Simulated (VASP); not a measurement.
Runs of VASP 6.6.1 on TePt. The structure is that of space group P6_3/mmc (No. 194), or close to it. The cells are those of the table. 

```tsv
cell	gap on the mesh (eV)	pressure (GPa)
a = 3.782, b = 3.782, c = 5.228 Å, angles 90.0, 90.0, 120.0°, 4 atoms	none	82.7
a = 3.782, b = 3.782, c = 5.446 Å, angles 90.0, 90.0, 120.0°, 4 atoms	none	(a)
a = 3.947, b = 3.947, c = 5.010 Å, angles 90.0, 90.0, 120.0°, 4 atoms	none	65.6
a = 3.782, b = 3.782, c = 5.010 Å, angles 90.0, 90.0, 120.0°, 4 atoms	none	105.5
```

Alike in all rows: task single point; level r2SCAN; potentials or basis VASP PAW PBE potentials, release 64 (Te, Pt); no spin polarisation; k mesh 12 × 12 × 10; cutoff (eV) 550; smearing gaussian 0.15 eV.

Problem. Estimate the missing entries.

Solution. (a) 64.6.

Caveats: the PAW data sets were made with another functional, which shifts forces and pressure a little; spin-orbit coupling is left out, which moves the levels of the heavy elements; the cell stands under pressure (at least some runs); the stress differs along the axes, from 59 to 67 GPa (at least some runs); the stress differs along the axes, from 60 to 77 GPa (at least some runs); the stress differs along the axes, from 103 to 111 GPa (at least some runs).

A k mesh can miss the band edges, and the runs leave out spin-orbit coupling on Pt, Te.

A gap of «none» marks levels without a gap at the run's occupations.
